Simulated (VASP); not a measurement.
# Al8H in VASP: a series of runs, part 2 of 2

VASP 6.6.1.

## 3. Relaxation of the atoms, PBE

INCAR

```
SYSTEM = Al8H
PREC = Accurate
ENCUT = 520
EDIFF = 1E-6
ISMEAR = 0
SIGMA = 0.1
LREAL = .FALSE.
LASPH = .TRUE.
NELM = 80
ALGO = Normal
ISIF = 2
LWAVE = .FALSE.
LCHARG = .FALSE.
LDIPOL = .TRUE.
IDIPOL = 3
DIPOL = 0.5 0.5 0.415
GGA = PE
IBRION = 2
NSW = 50
EDIFFG = -0.025
```

KPOINTS

```
Automatic mesh
0
G
  9 9 1
  0 0 0
```

POSCAR

```
Al8H
1.0
    2.8543223330      0.0000000000      0.0000000000
   -1.4271611665      2.4719156510      0.0000000000
    0.0000000000      0.0000000000     31.9760593533
Al H
8 1
Selective dynamics
Direct
    0.3333333333      0.6666666667      0.1250935882  F F F
    0.0000000000      0.0000000000      0.1984546650  F F F
    0.6666666667      0.3333333333      0.2718157419  F F F
    0.0000000000      0.0000000000      0.3451768186  F F F
    0.3333333333      0.6666666667      0.4179469871  F F F
    0.0000000000      0.0000000000      0.4916851455  F F F
    0.6666666667      0.3333333333      0.5654358086  F F F
    0.0000000000      0.0000000000      0.6403559340  T T T
    0.8333333333      0.6666666667      0.6777829759  F F T
```

Potentials or basis: VASP PAW PBE potentials, release 64 (Al, H).

Started as:

```bash
$ cat potpaw_PBE.64/Al/POTCAR potpaw_PBE.64/H/POTCAR > POTCAR
$ mpirun -np 1 vasp_std > vasp.out
```

OUTCAR:

```text
SYSTEM = Al8H
   PREC = Accurate
   ENCUT = 520
   EDIFF = 1E-6
   ISMEAR = 0
   LREAL = .FALSE.
   LASPH = .TRUE.
   NELM = 80
   ISIF = 2
   GGA = PE
   IBRION = 2
   NSW = 50
   EDIFFG = -0.025

 ion  position               nearest neighbor table
   1  0.333  0.667  0.125-   2 2.87   2 2.87   2 2.87
   2  0.000  0.000  0.198-   1 2.87   1 2.87   1 2.87   3 2.87   3 2.87   3 2.87
   3  0.667  0.333  0.272-   4 2.87   4 2.87   4 2.87   2 2.87   2 2.87   2 2.87
   4  0.000  0.000  0.345-   5 2.85   5 2.85   5 2.85   3 2.87   3 2.87   3 2.87
   5  0.333  0.667  0.418-   4 2.85   4 2.85   4 2.85   6 2.88   6 2.88   6 2.88
   6  0.000  0.000  0.492-   5 2.88   5 2.88   5 2.88   7 2.88   7 2.88   7 2.88
   7  0.667  0.333  0.565-   6 2.88   6 2.88   6 2.88   8 2.91   8 2.91   8 2.91
   8  0.000  0.000  0.640-   9 1.45   7 2.91   7 2.91   7 2.91
   9  0.833  0.667  0.678-   8 1.45

  LATTYP: Found a hexagonal cell.
 ALAT       =     2.8543223330
 C/A-ratio  =    11.2026798738

  Lattice vectors:

 A1 = (   2.8543223330,   0.0000000000,   0.0000000000)
 A2 = (  -1.4271611665,   2.4719156510,   0.0000000000)
 A3 = (   0.0000000000,   0.0000000000,  31.9760593533)

Analysis of symmetry for initial positions (statically):
=====================================================================
 Subroutine PRICEL returns:
 Original cell was already a primitive cell.

 Routine SETGRP: Setting up the symmetry group for a
 hexagonal supercell.

 Subroutine GETGRP returns: Found  2 space group operations
 (whereof  2 operations were pure point group operations)
 out of a pool of 24 trial point group operations.

The static configuration has the point symmetry C_1h.

Analysis of symmetry for dynamics (positions and initial velocities):
=====================================================================
 Subroutine PRICEL returns:
 Original cell was already a primitive cell.
[... 185 lines left out ...]
  free energy    TOTEN  =       -31.82775212 eV

  energy without entropy =      -31.80439453  energy(sigma->0) =      -31.81607333

------------------------ aborting loop because EDIFF is reached ----------------------------------------

  FORCE on cell =-STRESS in cart. coord.  units (eV):
  Direction    XX          YY          ZZ          XY          YZ          ZX
  --------------------------------------------------------------------------------------
  -------------------------------------------------------------------------------------
  Total       -0.7008434     -0.2323958      3.3975509      0.0000000     -2.0300582      0.0000000
  in kB       -4.9770265     -1.6503545     24.1276458      0.0000000    -14.4164212      0.0000000
  external PRESSURE =       5.8334216 kB  Pullay stress =       0.0000000 kB
[... 110 lines left out ...]
  FREE ENERGIE OF THE ION-ELECTRON SYSTEM (eV)
  ---------------------------------------------------
  free  energy   TOTEN  =       -32.0768960655 eV

  energy  without entropy=      -32.0516900021  energy(sigma->0) =      -32.06429303

[... ionic steps 4 to 8 ...]

--------------------------------------- Ionic step        9  -------------------------------------------

 number of electron      25.0000000 magnetization

------------------------ aborting loop because EDIFF is reached ----------------------------------------
[... 81 lines left out ...]
--------------------------------------- Ionic step       11  -------------------------------------------

 number of electron      25.0000000 magnetization

 dipolmoment           0.000000      0.000000      0.036669 electrons x Angstroem

 Free energy of the ion-electron system (eV)
  ---------------------------------------------------
  ext. energy  EPLUGINS =         0.00000000
  ---------------------------------------------------
  free energy    TOTEN  =       -32.07937493 eV

  energy without entropy =      -32.05501713  energy(sigma->0) =      -32.06719603

 E-fermi :   2.8969     XC(G=0):  -6.6680

 val. band max:        2.8965269097   @ k =  -0.2222  -0.4444   0.0000
 cond. band min:       2.9366646179   @ k =  -0.2222  -0.4444   0.0000
 fundamental gap:      0.0401377081
 Fermi energy:         2.8968836866

 k-point     1 :       0.0000    0.0000    0.0000
  band No.  band energies     occupation
      1      -8.1562      2.00000
      2      -7.8809      2.00000
      3      -7.4754      2.00000
      4      -6.8470      2.00000
      5      -6.0934      2.00000
      6      -5.1613      2.00000
[... 457 lines left out ...]
      4      -1.4842      2.00000
      5      -0.8570      2.00000
      6      -0.1498      2.00000
[... 9 lines left out ...]
     16       2.9852      0.21151
     17       3.3185      0.00000

 [... further k-points ...]

------------------------ aborting loop because EDIFF is reached ----------------------------------------

 vacuum level on the upper side and lower side of the slab       (xc-potential included)         0.362        -0.600

  FORCE on cell =-STRESS in cart. coord.  units (eV):
  Direction    XX          YY          ZZ          XY          YZ          ZX
  --------------------------------------------------------------------------------------
  -------------------------------------------------------------------------------------
  Total       -0.6829846     -1.3902924      0.5402157      0.0000000     -0.3988612      0.0000000
  in kB       -4.8502030     -9.8731361      3.8363319      0.0000000     -2.8325057      0.0000000
  external PRESSURE =      -3.6290024 kB  Pullay stress =       0.0000000 kB
[... 24 lines left out ...]
  FREE ENERGIE OF THE ION-ELECTRON SYSTEM (eV)
  ---------------------------------------------------
  free  energy   TOTEN  =       -32.0793749265 eV

  energy  without entropy=      -32.0550171278  energy(sigma->0) =      -32.06719603

 reached required accuracy - stopping structural energy minimisation

 vacuum level on the upper side and lower side of the slab         7.812         6.832
```

Wall time 29 min (1 thread of Intel Xeon 8259CL, shared host); peak memory 0.42 GiB.

What came out:

- Free energy: -32.0794 eV
- Energy gained by relaxing: 28.0 meV/atom
- Ionic steps: 11

Step by step:
| step | energy change (eV) | largest force on free atoms (eV/Å) | pressure (GPa) |
| --- | --- | --- | --- |
| 1 | 0.0000 | 2.9687 | 0.58 |
| 2 | -0.2348 | 0.5736 | -0.34 |
| 3 | -0.2491 | 0.0525 | -0.21 |
| 4 | -0.2492 | 0.0753 | -0.22 |
| 5 | -0.2494 | 0.0710 | -0.22 |
| 6 | -0.2500 | 0.0573 | -0.24 |
| 7 | -0.2509 | 0.0339 | -0.28 |
| 8 | -0.2516 | 0.0357 | -0.36 |
| 9 | -0.2516 | 0.0323 | -0.35 |
| 10 | -0.2515 | 0.0622 | -0.38 |
| 11 | -0.2516 | 0.0179 | -0.36 |

Final structure:
```
Al H
1.0
     2.85432    0.00000    0.00000
    -1.42716    2.47192    0.00000
     0.00000    0.00000   31.97606
Al H
8 1
Direct
  0.33333 0.66667 0.12509
  0.00000 0.00000 0.19845
  0.66667 0.33333 0.27182
  0.00000 0.00000 0.34518
  0.33333 0.66667 0.41795
  0.00000 0.00000 0.49169
  0.66667 0.33333 0.56544
  0.01923 0.03847 0.63883
  0.83333 0.66667 0.68179
```

Caveat: the highest band is partly filled, so the run has too few bands.
